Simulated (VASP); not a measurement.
# Ir (Fd-3m) in VASP: further runs, part 2 of 2

VASP 6.6.1.

### 4 Relaxation of cell and atoms, PBE

Contents of INCAR:

```
SYSTEM = Ir
  ALGO = Normal
  EDIFF = 1E-7
  EDIFFG = -0.03
  ENCUT = 600
  GGA = PE
  IBRION = 2
  ISIF = 3
  ISMEAR = -1
  LASPH = .True.
  LCHARG = .False.
  LREAL = .False.
  LWAVE = .False.
  NELM = 60
  NSW = 60
  PREC = Accurate
  SIGMA = 0.1
```

Contents of KPOINTS:

```
k-points
0
Gamma
  13 13 13
  0 0 0
```

Contents of POSCAR:

```
Ir
1.0
    0.0000000000      2.7853012417      2.7853012417
    2.7853012417      0.0000000000      2.7853012417
    2.7853012417      2.7853012417      0.0000000000
Ir
2
Direct
    0.0000000000      0.0000000000      0.0000000000
    0.2500000000      0.2500000000      0.2500000000
```

Potentials or basis: VASP PAW PBE potentials, release 64 (Ir).

The run is started by

```sh
$ cat potpaw_PBE.64/Ir/POTCAR > POTCAR
$ mpirun -np 1 vasp_std > vasp.out
```

OUTCAR:

```text
SYSTEM = Ir
   EDIFF = 1E-7
   EDIFFG = -0.03
   ENCUT = 600
   GGA = PE
   IBRION = 2
   ISIF = 3
   ISMEAR = -1
   LASPH = .True.
   LREAL = .False.
   NELM = 60
   NSW = 60
   PREC = Accurate

 ion  position               nearest neighbor table
   1  0.000  0.000  0.000-   2 2.41   2 2.41   2 2.41   2 2.41
   2  0.250  0.250  0.250-   1 2.41   1 2.41   1 2.41   1 2.41

  LATTYP: Found a face centered cubic cell.
 ALAT       =     5.5706024834

  Lattice vectors:

 A1 = (   0.0000000000,   2.7853012417,   2.7853012417)
 A2 = (   2.7853012417,   0.0000000000,   2.7853012417)
 A3 = (   2.7853012417,   2.7853012417,   0.0000000000)

Analysis of symmetry for initial positions (statically):
=====================================================================
 Subroutine PRICEL returns:
 Original cell was already a primitive cell.

 Routine SETGRP: Setting up the symmetry group for a
 face centered cubic supercell.

 Subroutine GETGRP returns: Found 48 space group operations
 (whereof 24 operations were pure point group operations)
 out of a pool of 48 trial point group operations.

The static configuration has the point symmetry T_d .
 The point group associated with its full space group is O_h .

Analysis of symmetry for dynamics (positions and initial velocities):
=====================================================================
 Subroutine PRICEL returns:
 Original cell was already a primitive cell.

 Routine SETGRP: Setting up the symmetry group for a
 face centered cubic supercell.

 Subroutine GETGRP returns: Found 48 space group operations
 (whereof 24 operations were pure point group operations)
 out of a pool of 48 trial point group operations.

The dynamic configuration has the point symmetry T_d .
 The point group associated with its full space group is O_h .

 Subroutine INISYM returns: Found 48 space group operations
 (whereof 24 operations are pure point group operations),
 and found     1 'primitive' translations

----------------------------------------------------------------------------------------

                                     Primitive cell

  volume of cell :      43.2162

  direct lattice vectors                    reciprocal lattice vectors
     0.000000000  2.785301242  2.785301242    -0.179513796  0.179513796  0.179513796
     2.785301242  0.000000000  2.785301242     0.179513796 -0.179513796  0.179513796
     2.785301242  2.785301242  0.000000000     0.179513796  0.179513796 -0.179513796

  length of vectors
     3.939010791  3.939010791  3.939010791     0.310927016  0.310927016  0.310927016

  position of ions in fractional coordinates (direct lattice)
     0.000000000  0.000000000  0.000000000
     0.250000000  0.250000000  0.250000000

  ion indices of the primitive-cell ions
   primitive index   ion index
                 1           1
                 2           2

----------------------------------------------------------------------------------------

 KPOINTS: k-points

Automatic generation of k-mesh.
 Grid dimensions read from file:
[... 48 lines left out ...]
   number of dos      NEDOS =    301   number of ions     NIONS =      2
   total plane-waves  NPLWV =  32768
   dimension x,y,z NGX =    32 NGY =   32 NGZ =   32
   dimension x,y,z NGXF=    64 NGYF=   64 NGZF=   64
   ions per type =               2
   NGX,Y,Z   is equivalent  to a cutoff of  13.51, 13.51, 13.51 a.u.
   NGXF,Y,Z  is equivalent  to a cutoff of  27.01, 27.01, 27.01 a.u.
 SYSTEM =  Ir
   PREC   = accura    normal or accurate (medium, high low for compatibility)
   ISTART =      0    job   : 0-new  1-cont  2-samecut
   ICHARG =      2    charge: 1-file 2-atom 10-const
   ISPIN  =      1    spin polarized calculation?
   LNONCOLLINEAR =      F non collinear calculations
   LSORBIT =      F    spin-orbit coupling
   LASPH  =      T    aspherical Exc in radial PAW
   ENCUT  =  600.0 eV  44.10 Ry    6.64 a.u.   7.87  7.87  7.87*2*pi/ulx,y,z
   NELM   =     60;   NELMIN=  2; NELMDL= -5     # of ELM steps
   EDIFF  = 0.1E-06   stopping-criterion for ELM
   LREAL  =      F    real-space projection
   EDIFFG = -.3E-01   stopping-criterion for IOM
   NSW    =     60    number of steps for IOM
   IBRION =      2    ionic relax: 0-MD 1-quasi-New 2-CG
   NFREE  =      1    steps in history (QN), initial steepest desc. (CG)
   ISIF   =      3    stress and relaxation
   ISYM   =      2    0-nonsym 1-usesym 2-fastsym
   POTIM  = 0.5000    time-step for ionic-motion
   TEBEG  =    0.0;   TEEND  =   0.0 temperature during run
   PSTRESS=    0.0 pullay stress
   NELECT =      18.0000    total number of electrons
   NUPDOWN=      -1.0000    fix difference up-down
   EMIN   =  10.00;   EMAX   =-10.00  energy-range for DOS
   EFERMI =   0.00;   METHOD = LEGACY
   ISMEAR =    -1;   SIGMA  =   0.10  broadening in eV -4-tet -1-fermi 0-gaus
   EFERMI_NEDOS =   21; number of points for ismear=-14 and -15
   IALGO  =     38    algorithm
   IMIX   =      4    mixing-type and parameters
     AMIX     =   0.40;   BMIX     =  1.00
     AMIX_MAG =   1.60;   BMIX_MAG =  1.00
  volume/ion in A,a.u.               =      21.61       145.82
  Fermi-wavevector in a.u.,A,eV,Ry     =   1.222597  2.310374 20.337235  1.494745
  Thomas-Fermi vector in A             =   2.357739
   LORBIT       =      0    0 simple, 1 ext, 2 COOP (PROOUT), +10 PAW based schemes
   GGA     = PE    functional components
   LHFCALC =     F    Hartree Fock is set to
   AEXX    =    0.0000 exact exchange contribution
   IVDW    =     0    specifies the selected vdW correction
   LEPSILON=     F    determine dielectric tensor
   LRPA    =     F    only Hartree local field effects (RPA)
 conjugate gradient relaxation of ions
 non-spin polarized calculation
  energy-cutoff  :      600.00
  volume of cell :       43.22
 maximum number of plane-waves:      1459
   NGX = 15   NGY = 15   NGZ = 15

--------------------------------------- Ionic step        1  -------------------------------------------

 number of electron      18.0000001 magnetization

 Free energy of the ion-electron system (eV)
  ---------------------------------------------------
  ext. energy  EPLUGINS =         0.00000000
  ---------------------------------------------------
  free energy    TOTEN  =       -15.74077462 eV

  energy without entropy =      -15.66879822  energy(sigma->0) =      -15.70478642

------------------------ aborting loop because EDIFF is reached ----------------------------------------

  FORCE on cell =-STRESS in cart. coord.  units (eV):
  Direction    XX          YY          ZZ          XY          YZ          ZX
  --------------------------------------------------------------------------------------
  -------------------------------------------------------------------------------------
  Total       -0.0940627     -0.0940627     -0.0940627     -0.0000000      0.0000000      0.0000000
  in kB       -3.4872368     -3.4872368     -3.4872368     -0.0000000      0.0000000      0.0000000
  external PRESSURE =      -3.4872368 kB  Pullay stress =       0.0000000 kB
[... 59 lines left out ...]
--------------------------------------- Ionic step        3  -------------------------------------------

 number of electron      18.0000001 magnetization

 Free energy of the ion-electron system (eV)
  ---------------------------------------------------
  ext. energy  EPLUGINS =         0.00000000
  ---------------------------------------------------
  free energy    TOTEN  =       -15.74087091 eV

  energy without entropy =      -15.66914121  energy(sigma->0) =      -15.70500606

 E-fermi :   5.1883     XC(G=0): -11.1633

 val. band max:        5.1868906468   @ k =   0.3077   0.1538   0.0000
 cond. band min:       5.1891747262   @ k =  -0.3846   0.3077   0.1538
 fundamental gap:      0.0022840794
 Fermi energy:         5.1883298342

 k-point     1 :       0.0000    0.0000    0.0000
  band No.  band energies     occupation
      1      -2.7785      2.00000
      2       0.1623      2.00000
      3       0.1623      2.00000
      4       0.5487      2.00000
      5       0.5487      2.00000
      6       0.5487      2.00000
      7       3.4548      2.00000
      8       3.4548      2.00000
      9       3.4548      2.00000
     10       5.9722      0.00079
     11       5.9722      0.00079
     12      16.0444      0.00000
     13      16.1283      0.00000
[... 354 lines left out ...]
  band No.  band energies     occupation
      1      -0.5203      2.00000
      2      -0.3582      2.00000
      3       0.2215      2.00000
      4       0.3173      2.00000
      5       0.8781      2.00000
      6       1.2088      2.00000
      7       2.7564      2.00000
      8       4.1069      1.99996
      9       4.1447      1.99994
     10       5.3058      0.47210
     11       5.9409      0.00108
     12       7.4237      0.00000
     13      12.1736      0.00000

 [... further k-points ...]
[... 5 lines left out ...]
  --------------------------------------------------------------------------------------
  -------------------------------------------------------------------------------------
  Total        0.0030569      0.0030569      0.0030569     -0.0000000      0.0000000      0.0000000
  in kB        0.1135590      0.1135590      0.1135590     -0.0000000      0.0000000      0.0000000
  external PRESSURE =       0.1135590 kB  Pullay stress =       0.0000000 kB
[... 17 lines left out ...]
  FREE ENERGIE OF THE ION-ELECTRON SYSTEM (eV)
  ---------------------------------------------------
  free  energy   TOTEN  =       -15.7408709115 eV

  energy  without entropy=      -15.6691412089  energy(sigma->0) =      -15.70500606

 reached required accuracy - stopping structural energy minimisation
```

Run time: 38 s. Hardware: 1 thread of Intel Xeon 6975P-C (Granite Rapids), shared host; peak memory 0.21 GiB.

What came out:

* Free energy: -15.7409 eV
* Relaxed volume: 21.56 Å³/atom
* Relaxed cell: a = 3.936 Å, b = 3.936 Å, c = 3.936 Å, α = 60.00°, β = 60.00°, γ = 60.00°
* Space group after relaxing (to 0.05 Å): Fd-3m (No. 227)
* Energy gained by relaxing: 0.0 meV/atom
* Ionic steps: 3
* Pressure after relaxing: 0.0 GPa
* Band gap on the k mesh: zero (band 9 reaches 6.14 eV, above the bottom of band 10 at 4.56 eV)

Final structure:
```cif
data_structure
_symmetry_space_group_name_H-M 'P 1'
_symmetry_Int_Tables_number 1
_cell_length_a 3.9364
_cell_length_b 3.9364
_cell_length_c 3.9364
_cell_angle_alpha 60.000
_cell_angle_beta 60.000
_cell_angle_gamma 60.000
_cell_volume 43.13
loop_
_atom_site_label
_atom_site_type_symbol
_atom_site_fract_x
_atom_site_fract_y
_atom_site_fract_z
_atom_site_occupancy
Ir1 Ir 0.00000 0.00000 0.00000 1
Ir2 Ir 0.25000 0.25000 0.25000 1
```

Caveat: spin-orbit coupling is left out, which moves the levels of the heavy elements.

### 5 The runs side by side

| task | cell | cutoff (eV) | gap on the mesh (eV) | pressure (GPa) | relaxed volume (Å³/atom) |
| --- | --- | --- | --- | --- | --- |
| single point | a = 3.939 Å, angles 60.0°, 2 atoms | 520 | none | -0.4 | - |
| relaxation of cell and atoms | relaxed from a = 3.726 Å, angles 60.0°, 2 atoms | 600 | none | 0.0 | 21.56 |
| relaxation of cell and atoms | relaxed from a = 3.939 Å, angles 60.0°, 2 atoms | 600 | none | 0.0 | 21.56 |

Alike in all rows: level PBE; potentials or basis VASP PAW PBE potentials, release 64 (Ir); no spin polarisation; k mesh 13 × 13 × 13; smearing fermi-dirac 0.1 eV.

Caveats: spin-orbit coupling is left out, which moves the levels of the heavy elements; the volume moved by over 15 % at a fixed basis, so the end points are rough (some runs).

Absolute energies hang on the potentials; compare differences alone.
